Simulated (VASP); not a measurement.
# Si (P1) in VASP: notebook

Si is run at these levels: LDA; tasks: single point.

All numbers are computed with VASP 6.6.1; they aren't measurements. Logs are shortened: lines on timing, memory, paths and dates and some standing lists are left out, and cuts for length are marked.

### 1 The cell of the first run

The typed cell holds 12 atoms: a = 3.817 Å, b = 5.043 Å, c = 14.149 Å, α = 86.11°, β = 95.16°, γ = 67.77°.

### 2 Single point, LDA

Contents of INCAR:

```
SYSTEM = Si
PREC = Accurate
ENCUT = 520
EDIFF = 1E-6
ISMEAR = 0
SIGMA = 0.03
LREAL = .False.
LASPH = .True.
NELM = 60
ALGO = Normal
ISIF = 2
LWAVE = .False.
LCHARG = .True.
GGA = CA
LELF = .True.
LVHAR = .True.
NBANDS = 36
```

Contents of KPOINTS:

```
Automatic mesh
0
Gamma
  9 7 3
  0 0 0
```

Contents of POSCAR:

```
Si
1.0
    0.0000000000      0.0000000000     -3.8165079742
   -3.3010168595     -3.3010168595     -1.9082539871
  -11.0033895316      8.8027116252      1.2721693247
Si
12
Direct
    0.8455121040      0.5510646810      0.2737333333
    0.1788454373      0.3288424587      0.9404000000
    0.5121787706      0.4399535698      0.6070666667
    0.4878212294      0.2664464302      0.2737333333
    0.8211545627      0.0442242079      0.9404000000
    0.1544878960      0.1553353190      0.6070666667
    0.0596151458     -0.0198767638      0.0596302915
    0.3929484791     -0.2420989861      0.7262969582
    0.7262818124     -0.1309878750      0.3929636249
    0.2737181876     -0.1626121250      0.4878363751
    0.6070515209     -0.0515010139      0.1545030418
    0.9403848542     -0.2737232362      0.8211697085
```

Potentials or basis: VASP PAW LDA potentials, release 64 (Si).

Command:

```console
$ cat potpaw_LDA.64/Si/POTCAR > POTCAR
$ mpirun -np 1 vasp_std > vasp.out
```

OUTCAR:

```text
SYSTEM = Si
   PREC = Accurate
   ENCUT = 520
   EDIFF = 1E-6
   ISMEAR = 0
   LREAL = .False.
   LASPH = .True.
   NELM = 60
   ISIF = 2
   GGA = CA

 ion  position               nearest neighbor table
   1  0.846  0.551  0.274-   4 2.33   4 2.33  11 2.36   9 2.36
   2  0.179  0.329  0.940-   5 2.33   5 2.33  12 2.36   7 2.55
   3  0.512  0.440  0.607-   6 2.33   6 2.33   8 2.36  10 2.36
   4  0.488  0.266  0.274-   1 2.33   1 2.33  11 2.36   9 2.36
   5  0.821  0.044  0.940-   7 1.79   2 2.33   2 2.33  12 2.36
   6  0.154  0.155  0.607-   3 2.33   3 2.33   8 2.36  10 2.36
   7  0.060  0.980  0.060-   5 1.79  11 2.33  11 2.33   2 2.55
   8  0.393  0.758  0.726-  12 2.33  12 2.33   6 2.36   3 2.36
   9  0.726  0.869  0.393-  10 2.33  10 2.33   1 2.36   4 2.36
  10  0.274  0.837  0.488-   9 2.33   9 2.33   6 2.36   3 2.36
  11  0.607  0.948  0.155-   7 2.33   7 2.33   1 2.36   4 2.36
  12  0.940  0.726  0.821-   8 2.33   8 2.33   2 2.36   5 2.36

  LATTYP: Found a triclinic cell.
 ALAT       =     3.8165079742
 B/A-ratio  =     4.3388172943
 C/A-ratio  =     1.3214431488
 COS(alpha) =     0.0149749130
 COS(beta)  =     0.3783742043
 COS(gamma) =     0.4993680350

  Lattice vectors:

 A1 = (   0.0000000000,   0.0000000000,   3.8165079742)
 A2 = (   7.7023726721, -12.1037284847,   8.2691006108)
 A3 = (   3.3010168595,   3.3010168595,   1.9082539871)

Analysis of symmetry for initial positions (statically):
=====================================================================
 Subroutine PRICEL returns:
 Original cell was already a primitive cell.

 Routine SETGRP: Setting up the symmetry group for a
 triclinic supercell.

 Subroutine GETGRP returns: Found  1 space group operations
 (whereof  1 operations were pure point group operations)
 out of a pool of  2 trial point group operations.

The static configuration has the point symmetry C_1 .

Analysis of symmetry for dynamics (positions and initial velocities):
=====================================================================
 Subroutine PRICEL returns:
 Original cell was already a primitive cell.

 Routine SETGRP: Setting up the symmetry group for a
 triclinic supercell.

 Subroutine GETGRP returns: Found  1 space group operations
 (whereof  1 operations were pure point group operations)
 out of a pool of  2 trial point group operations.

The dynamic configuration has the point symmetry C_1 .
[... 128 lines left out ...]
   TEBEG  =    0.0;   TEEND  =   0.0 temperature during run
   PSTRESS=    0.0 pullay stress
   NELECT =      48.0000    total number of electrons
   NUPDOWN=      -1.0000    fix difference up-down
   EMIN   =  10.00;   EMAX   =-10.00  energy-range for DOS
   EFERMI =   0.00;   METHOD = LEGACY
   ISMEAR =     0;   SIGMA  =   0.03  broadening in eV -4-tet -1-fermi 0-gaus
   EFERMI_NEDOS =   21; number of points for ismear=-14 and -15
   IALGO  =     38    algorithm
   IMIX   =      4    mixing-type and parameters
     AMIX     =   0.40;   BMIX     =  1.00
     AMIX_MAG =   1.60;   BMIX_MAG =  1.00
  volume/ion in A,a.u.               =      20.79       140.32
  Fermi-wavevector in a.u.,A,eV,Ry     =   0.945042  1.785870 12.151413  0.893104
  Thomas-Fermi vector in A             =   2.072905
   LORBIT       =      0    0 simple, 1 ext, 2 COOP (PROOUT), +10 PAW based schemes
   GGA     = CA    functional components
   LHFCALC =     F    Hartree Fock is set to
   AEXX    =    0.0000 exact exchange contribution
   IVDW    =     0    specifies the selected vdW correction
   LEPSILON=     F    determine dielectric tensor
   LRPA    =     F    only Hartree local field effects (RPA)
 non-spin polarized calculation
 Gauss-broadening in eV      SIGMA  =   0.03
  energy-cutoff  :      520.00
  volume of cell :      249.52
 maximum number of plane-waves:      6750
   NGX = 15   NGY = 19   NGZ = 53

 number of electron      47.9999999 magnetization

 Free energy of the ion-electron system (eV)
  ---------------------------------------------------
  ext. energy  EPLUGINS =         0.00000000
  ---------------------------------------------------
  free energy    TOTEN  =       -65.76186525 eV

  energy without entropy =      -65.76076881  energy(sigma->0) =      -65.76131703

 E-fermi :   5.6347     XC(G=0):  -9.3690

 val. band max:        5.6253738260   @ k =  -0.2222   0.4286   0.3333
 cond. band min:       5.6378259239   @ k =   0.3333   0.0000  -0.0000
 fundamental gap:      0.0124520979
 Fermi energy:         5.6346820922

 k-point     1 :       0.0000    0.0000    0.0000
  band No.  band energies     occupation
      1      -7.1102      2.00000
      2      -6.3360      2.00000
      3      -6.0534      2.00000
      4      -4.3308      2.00000
      5      -3.9659      2.00000
      6      -2.2561      2.00000
[... 925 lines left out ...]
     35       9.5810      0.00000
     36       9.7193      0.00000

 [... further k-points ...]

------------------------ aborting loop because EDIFF is reached ----------------------------------------

  FORCE on cell =-STRESS in cart. coord.  units (eV):
  Direction    XX          YY          ZZ          XY          YZ          ZX
  --------------------------------------------------------------------------------------
  -------------------------------------------------------------------------------------
  Total        9.8504289     12.8738981      1.8047962    -10.9666534     -6.7156152      4.8900620
  in kB       63.2488760     82.6623488     11.5884630    -70.4160714    -43.1204688     31.3987269
  external PRESSURE =      52.4998959 kB  Pullay stress =       0.0000000 kB

 VOLUME and BASIS-vectors are now :
 -----------------------------------------------------------------------------
  energy-cutoff  :      520.00
  volume of cell :      249.52
      direct lattice vectors                 reciprocal lattice vectors
     0.000000000  0.000000000 -3.816507974     0.050489493  0.100978985 -0.262019628
    -3.301016859 -3.301016859 -1.908253987    -0.134638647 -0.168298309  0.000000000
   -11.003389532  8.802711625  1.272169325    -0.050489493  0.050489493  0.000000000

 POSITION                                       TOTAL-FORCE (eV/Angst)
 -----------------------------------------------------------------------------------
     -4.83107      0.59052     -3.93024        -0.043764      0.075692     -0.039581
    -11.43310      7.19256     -0.11373        -0.368155     -0.326508      0.124900
     -8.13209      3.89154     -2.02199        -0.022605     -0.015229     -0.019781
     -3.89154      1.53005     -2.02199         0.022917      0.055565      0.191194
    -10.49357      8.13209     -2.02199         9.512159    -10.085844      4.684162
     -7.19256      4.83107     -0.11373         0.008148     -0.004350      0.036510
     -3.89154     -2.71050     -2.02199        -8.667335      9.773331     -4.992869
    -10.49357      3.89154     -2.02199         0.019030      0.142647     -0.044361
     -7.19256      0.59052     -3.93024        -0.008243      0.042242     -0.029939
     -8.13209      1.53005     -2.02199        -0.001155      0.016798      0.012357
     -4.83107     -1.77097     -3.93024        -0.220266      0.105216     -0.073519
    -11.43310      4.83107     -3.93024        -0.230731      0.220440      0.150926
 -----------------------------------------------------------------------------------
    total drift:                               -0.000017      0.000097      0.000076

  FREE ENERGIE OF THE ION-ELECTRON SYSTEM (eV)
  ---------------------------------------------------
  free  energy   TOTEN  =       -65.7618652509 eV

  energy  without entropy=      -65.7607688098  energy(sigma->0) =      -65.76131703
```

stdout:

```text
POSCAR found type information on POSCAR Si
 POSCAR found :  1 types and      12 ions
 scaLAPACK will be used
 LDA part: xc-table for (Slater(with rela. corr.)+CA(PZ))
 , standard interpolation
 POSCAR, INCAR and KPOINTS ok, starting setup
 FFT: planning ... GRIDC
 FFT: planning ... GRID_SOFT
 FFT: planning ... GRID
 WAVECAR not read
 entering main loop
```

It took 6.6 min on 1 thread of Intel Xeon 6975P-C (Granite Rapids), shared host; peak memory 0.64 GiB.

Results:

```
Free energy            : -65.7619 eV
Pressure               : 5.2 GPa
Largest force          : 14.634 eV/Å
Band gap on the k mesh : zero (bands 24 and 25 overlap by 0.52 eV)
```

Forces in eV/Å, atoms in the order of the input:
```
Si   -0.044   0.076  -0.040
Si   -0.368  -0.327   0.125
Si   -0.023  -0.015  -0.020
Si    0.023   0.056   0.191
Si    9.512 -10.086   4.684
Si    0.008  -0.004   0.037
Si   -8.667   9.773  -4.993
Si    0.019   0.143  -0.044
Si   -0.008   0.042  -0.030
Si   -0.001   0.017   0.012
Si   -0.220   0.105  -0.074
Si   -0.231   0.220   0.151
```

Stress tensor (GPa, compression positive):
```
 6.32 -7.04  3.14
-7.04  8.27 -4.31
 3.14 -4.31  1.16
```

Caveat: the cell stands under pressure; semilocal functionals underestimate gaps, so a narrow gap can read as zero; forces of over 1 eV/Å act on the atoms, so gaps and moduli don't describe the material at rest.

### 3 Single point, LDA

This run uses another cell than the first one, of 20.42 Å³/atom.

Contents of INCAR:

```
SYSTEM = Si
ALGO = Normal ; EDIFF = 1E-6
ENCUT = 520 ; ISIF = 2
ISMEAR = 0 ; LASPH = .True.
LCHARG = .False. ; LREAL = .False.
LWAVE = .False. ; NBANDS = 36
NELM = 60 ; PREC = Accurate
SIGMA = 0.03
```

Contents of KPOINTS:

```
k-points
0
Gamma
  9 7 3
  0 0 0
```

Contents of POSCAR:

```
Si
1.0
    0.0000000000      0.0000000000     -3.8165079742
   -3.3010168595     -3.3010168595     -1.9082539871
  -10.8266128363      8.6259349299      1.2721693247
Si
12
Direct
    0.8479996791      0.5494062975      0.2787084836
    0.1873914029      0.3231451483      0.9574919312
    0.5176955410      0.4362757229      0.6181002074
    0.4903088045      0.2647880467      0.2787084836
    0.8297005283      0.0385268975      0.9574919312
    0.1600046664      0.1516574721      0.6181002074
    0.0601570412     -0.0202380274      0.0607140823
    0.3995487650     -0.2464991766      0.7394975299
    0.7298529031     -0.1333686020      0.4001058061
    0.2781514424     -0.1655676283      0.4967028849
    0.6084555805     -0.0524370537      0.1573111611
    0.9478473043     -0.2786982029      0.8360946087
```

Potentials or basis: VASP PAW LDA potentials, release 64 (Si).

Command:

```console
$ cat potpaw_LDA.64/Si/POTCAR > POTCAR
$ mpirun -np 1 vasp_std > vasp.out
```

OUTCAR:

```text
SYSTEM = Si
   EDIFF = 1E-6
   ENCUT = 520
   ISIF = 2
   ISMEAR = 0
   LASPH = .True.
   LREAL = .False.
   NELM = 60
   PREC = Accurate

 ion  position               nearest neighbor table
   1  0.848  0.549  0.279-   4 2.33   4 2.33  11 2.36   9 2.36
   2  0.187  0.323  0.957-   5 2.33   5 2.33  12 2.36   7 2.39
   3  0.518  0.436  0.618-   6 2.33   6 2.33  10 2.36   8 2.36
   4  0.490  0.265  0.279-   1 2.33   1 2.33   9 2.36  11 2.36
   5  0.830  0.039  0.957-   7 1.56   2 2.33   2 2.33  12 2.36  11 3.03
   6  0.160  0.152  0.618-   3 2.33   3 2.33   8 2.36  10 2.36
   7  0.060  0.980  0.061-   5 1.56  11 2.33  11 2.33   2 2.39
   8  0.400  0.754  0.739-  12 2.33  12 2.33   6 2.36   3 2.36
   9  0.730  0.867  0.400-  10 2.33  10 2.33   4 2.36   1 2.36
  10  0.278  0.834  0.497-   9 2.33   9 2.33   6 2.36   3 2.36
  11  0.608  0.948  0.157-   7 2.33   7 2.33   4 2.36   1 2.36   5 3.03
  12  0.948  0.721  0.836-   8 2.33   8 2.33   5 2.36   2 2.36

 -----------------------------------------------------------------------------
|                                                                             |
[... 1167 lines left out ...]

  FORCE on cell =-STRESS in cart. coord.  units (eV):
  Direction    XX          YY          ZZ          XY          YZ          ZX
  --------------------------------------------------------------------------------------
  -------------------------------------------------------------------------------------
  Total       20.3151700     27.7828254      8.1651892    -22.9099529    -15.8528725     12.4324906
  in kB      132.8130155    181.6337650     53.3809659   -149.7767396   -103.6401763     81.2789934
  external PRESSURE =     122.6092488 kB  Pullay stress =       0.0000000 kB

 VOLUME and BASIS-vectors are now :
 -----------------------------------------------------------------------------
  energy-cutoff  :      520.00
  volume of cell :      245.07
      direct lattice vectors                 reciprocal lattice vectors
     0.000000000  0.000000000 -3.816507974     0.050030665  0.101437813 -0.262019628
    -3.301016859 -3.301016859 -1.908253987    -0.134332762 -0.168604194  0.000000000
   -10.826612836  8.625934930  1.272169325    -0.051407148  0.051407148  0.000000000

 POSITION                                       TOTAL-FORCE (eV/Angst)
 -----------------------------------------------------------------------------------
     -4.83107      0.59052     -3.93024        -0.063062      0.082894     -0.030791
    -11.43310      7.19256     -0.11373        -0.403269     -0.756102     -0.030455
     -8.13209      3.89154     -2.02199        -0.029379     -0.012694     -0.015032
     -3.89154      1.53005     -2.02199         0.049315      0.083911      0.174322
    -10.49357      8.13209     -2.02199        21.593887    -24.111014     13.723814
     -7.19256      4.83107     -0.11373         0.006539     -0.015809      0.044251
     -3.89154     -2.71050     -2.02199       -20.456498     24.078015    -14.075189
    -10.49357      3.89154     -2.02199         0.105588      0.152432     -0.068943
     -7.19256      0.59052     -3.93024        -0.005434      0.035751     -0.041294
     -8.13209      1.53005     -2.02199        -0.001808      0.032423      0.016052
     -4.83107     -1.77097     -3.93024        -0.636530      0.407298      0.015774
    -11.43310      4.83107     -3.93024        -0.159350      0.022897      0.287491
 -----------------------------------------------------------------------------------
    total drift:                               -0.000004     -0.000049      0.000076

  FREE ENERGIE OF THE ION-ELECTRON SYSTEM (eV)
  ---------------------------------------------------
  free  energy   TOTEN  =       -60.3002321967 eV

  energy  without entropy=      -60.2988182285  energy(sigma->0) =      -60.29952521
```

stdout:

```text
POSCAR found type information on POSCAR Si
 POSCAR found :  1 types and      12 ions
 scaLAPACK will be used
 LDA part: xc-table for (Slater(with rela. corr.)+CA(PZ))
 , standard interpolation
 -----------------------------------------------------------------------------
|                                                                             |
|           W    W    AA    RRRRR   N    N  II  N    N   GGGG   !!!           |
|           W    W   A  A   R    R  NN   N  II  NN   N  G    G  !!!           |
|           W    W  A    A  R    R  N N  N  II  N N  N  G       !!!           |
|           W WW W  AAAAAA  RRRRR   N  N N  II  N  N N  G  GGG   !            |
|           WW  WW  A    A  R   R   N   NN  II  N   NN  G    G                |
|           W    W  A    A  R    R  N    N  II  N    N   GGGG   !!!           |
|                                                                             |
|     The distance between some ions is very small. Please check the          |
|     nearest-neighbor list in the OUTCAR file.                               |
|     I HOPE YOU KNOW WHAT YOU ARE DOING!                                     |
|                                                                             |
 -----------------------------------------------------------------------------

 POSCAR, INCAR and KPOINTS ok, starting setup
 FFT: planning ... GRIDC
 FFT: planning ... GRID_SOFT
 FFT: planning ... GRID
 WAVECAR not read
 entering main loop
```

Run time: 8.1 min. Hardware: 1 thread of AMD EPYC 9R45 (Zen 5), shared host; peak memory 0.6 GiB.

Results:

* Free energy: -60.3002 eV
* Pressure: 12.3 GPa
* Largest force: 35.157 eV/Å
* Band gap on the k mesh: zero (bands 24 and 25 overlap by 0.60 eV)

Forces on the atoms (eV/Å):
```
Si   -0.063   0.083  -0.031
Si   -0.403  -0.756  -0.030
Si   -0.029  -0.013  -0.015
Si    0.049   0.084   0.174
Si   21.594 -24.111  13.724
Si    0.007  -0.016   0.044
Si  -20.456  24.078 -14.075
Si    0.106   0.152  -0.069
Si   -0.005   0.036  -0.041
Si   -0.002   0.032   0.016
Si   -0.637   0.407   0.016
Si   -0.159   0.023   0.287
```

Stress tensor (GPa, compression positive):
```
 13.28 -14.98   8.13
-14.98  18.16 -10.36
  8.13 -10.36   5.34
```

Levels at points of the mesh, in eV from the Fermi level:
```
           k point  band 21  band 22  band 23  band 24  band 25  band 26  band 27  band 28
(0.00, 0.00, 0.00)    -1.55    -1.38    -1.36    -1.00     0.19     0.73     1.06     1.37
```

Caveat: the cell stands under pressure; semilocal functionals underestimate gaps, so a narrow gap can read as zero; forces of over 1 eV/Å act on the atoms, so gaps and moduli don't describe the material at rest.

### 4 Single point, LDA

This run uses another cell than the first one, of 21.39 Å³/atom.

Contents of INCAR:

```
  PREC = Accurate
  ENCUT = 520
  EDIFF = 1E-6
  ISMEAR = 0
  SIGMA = 0.03
  LREAL = F
  LASPH = T
  NELM = 60
  ALGO = Normal
  ISIF = 2
  LWAVE = F
  LCHARG = F
  NBANDS = 36
```

Contents of KPOINTS:

```
regular mesh
0
Gamma
  9 7 3
```

Contents of POSCAR:

```
Si
1.0
    0.0000000000      0.0000000000     -3.8165079742
   -3.3010168595     -3.3010168595     -1.9082539871
  -10.7360627675      9.6357238143      1.5902116559
Si
12
Direct
    0.8417115792      0.5979537448      0.2661322839
    0.1657888855      0.4899279760      0.9142868964
    0.5037502324      0.5439408604      0.5902095901
    0.4840207046      0.3133354940      0.2661322839
    0.8080980109      0.2053097252      0.9142868964
    0.1460593578      0.2593226096      0.5902095901
    0.0587872364     -0.0096624121      0.0579744728
    0.3828645426     -0.1176881809      0.7061290853
    0.7208258895     -0.0636752965      0.3820517790
    0.2669450475     -0.0790483492      0.4742900950
    0.6049063944     -0.0250354648      0.1502127888
    0.9289837006     -0.1330612335      0.7983674013
```

Command:

```console
$ cat potpaw_LDA.64/Si/POTCAR > POTCAR
$ mpirun -np 1 vasp_std > vasp.out
```

Wall time 16 min (1 thread of Oxide Virtual Turin-like, shared host); peak memory 0.61 GiB.

It converged, with:

```yaml
Free_energy: -68.8550 eV
Pressure: -0.7 GPa
Largest_force: 1.493 eV/Å
Band_gap_on_the_k_mesh: 0.03 eV (least direct gap 0.39 eV)
```

Forces in eV/Å, atoms in the order of the input:
```
Si  -0.021  0.016  0.064
Si  -0.979 -0.212 -0.125
Si   0.007 -0.001 -0.005
Si  -0.047  0.001  0.039
Si  -0.120 -0.752 -0.154
Si   0.004 -0.002 -0.009
Si   1.110  0.907  0.418
Si  -0.089 -0.008  0.011
Si  -0.008  0.017  0.006
Si  -0.021 -0.014 -0.002
Si   0.277 -0.204 -0.134
Si  -0.113  0.253 -0.110
```

Stress tensor (GPa, compression positive):
```
-2.83  0.08 -0.63
 0.08  0.99  0.46
-0.63  0.46 -0.27
```

Levels at points of the mesh, in eV from the valence-band top:
| k point | band 21 | band 22 | band 23 | band 24 | band 25 | band 26 | band 27 | band 28 |
| --- | --- | --- | --- | --- | --- | --- | --- | --- |
| (0.00, 0.00, 0.00) | -1.74 | -1.66 | -1.38 | -0.41 | 0.15 | 0.62 | 1.12 | 1.45 |

Caveat: an odd mesh through Γ misses points on the zone boundary, where band edges can lie; forces of over 1 eV/Å act on the atoms, so gaps and moduli don't describe the material at rest.

### 5 The runs side by side

| cell | gap on the mesh (eV) | pressure (GPa) | largest force (eV/Å) |
| --- | --- | --- | --- |
| a = 3.817, b = 5.043, c = 14.149 Å, angles 86.1, 95.2, 67.8°, 12 atoms | none | 5.2 | 14.63 |
| a = 3.817, b = 5.043, c = 13.901 Å, angles 86.0, 95.3, 67.8°, 12 atoms | none | 12.3 | 35.16 |
| a = 3.817, b = 5.043, c = 14.513 Å, angles 89.5, 96.3, 67.8°, 12 atoms | 0.03 | -0.7 | 1.49 |

Alike in all rows: task single point; level LDA; potentials or basis VASP PAW LDA potentials, release 64 (Si); no spin polarisation; k mesh 9 × 7 × 3; cutoff (eV) 520; smearing gaussian 0.03 eV.

Caveats: forces of over 1 eV/Å act on the atoms, so gaps and moduli don't describe the material at rest; the cell stands under pressure (at least some runs); semilocal functionals underestimate gaps, so a narrow gap can read as zero (at least some runs); an odd mesh through Γ misses points on the zone boundary, where band edges can lie (at least some runs).

Total energies depend on the potentials used, so only differences within one code and one set of settings carry meaning.
